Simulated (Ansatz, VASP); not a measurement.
# One calculation of MgS, two programs

```xyz
2
Lattice="0.0000 2.3935 2.4976 2.3935 0.0000 2.4976 2.3935 2.3935 0.0000" Properties=species:S:1:pos:R:3 pbc="T T T"
Mg    0.0000    0.0000    0.0000
S     2.3935    2.3935    2.4976
```

Change from the starting cell: strain -0.080 along x and y, -0.040 along z, atoms carried along.

Alike in both runs: task single point; functional PBE; k mesh 8 × 8 × 8; occupations gaussian, width 0.05 eV; no spin polarisation.

```csv
,VASP,Ansatz
version,VASP 6.6.1,Ansatz 0.2.0
potentials or method,"VASP PAW PBE potentials, release 64 (Mg, S), cutoff 520 eV","scalar-relativistic, plane waves, PAW"
valence electrons in the cell,8,16
```

Ansatz gave:

* gap on the k mesh at the Fermi level (eV): 3.01
* least direct gap on the mesh (eV): 5.19
* pressure (GPa): 26.4
* traceless stress, the component that is largest in VASP (GPa): -7.57

Q: Which values does VASP return?

A: gap on the k mesh at the Fermi level (eV): 3.01; least direct gap on the mesh (eV): 5.20; pressure (GPa): 26.1; traceless stress, the component that is largest in VASP (GPa): -7.60.

With one functional, cell and mesh, what is left measures potentials, basis and numerics. VASP's potentials hold 8 valence electrons a cell and Ansatz's 16, so a difference there can come from the potentials and not from the codes.
